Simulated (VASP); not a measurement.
Input of a VASP 6.6.1 run:

INCAR

```
ALGO = Fast
EDIFF = 1E-7
ENCUT = 520
GGA = PE
ISIF = 2
ISMEAR = 0
LASPH = T
LCHARG = F
LREAL = F
LWAVE = F
NBANDS = 42
NELM = 80
PREC = Accurate
SIGMA = 0.1
```

The input KPOINTS:

```
k-points
0
Gamma
  12 12 10
```

The input POSCAR:

```
Cu5Ni
1.0
    4.4094510039      0.0000000000      0.0000000000
   -2.2047255020      3.8186965861      0.0000000000
    0.0000000000      0.0000000000      4.1869739351
Cu Ni
5 1
Direct
    0.3295946665      0.3295946665      0.0000000000
    0.0000000000      0.6704053335      0.0000000000
    0.6704053335      0.0000000000      0.0000000000
    0.6666666667      0.3333333333      0.5000000000
    0.3333333333      0.6666666667      0.5000000000
    0.0000000000      0.0000000000      0.5000000000
```

Potentials or basis: VASP PAW PBE potentials, release 64 (Cu, Ni).

The run is started by

```sh
$ cat potpaw_PBE.64/Cu/POTCAR potpaw_PBE.64/Ni/POTCAR > POTCAR
$ mpirun -np 1 vasp_std > vasp.out
```

Task: What does it give for the band gap on the k mesh?

Result: Zero (an odd number of electrons rules out a gap without spin polarisation).

Task: Predict the pressure.

Result: 0.5 GPa.

Spin polarisation is off, so any magnetic state and its effect on volume and gap are missing.
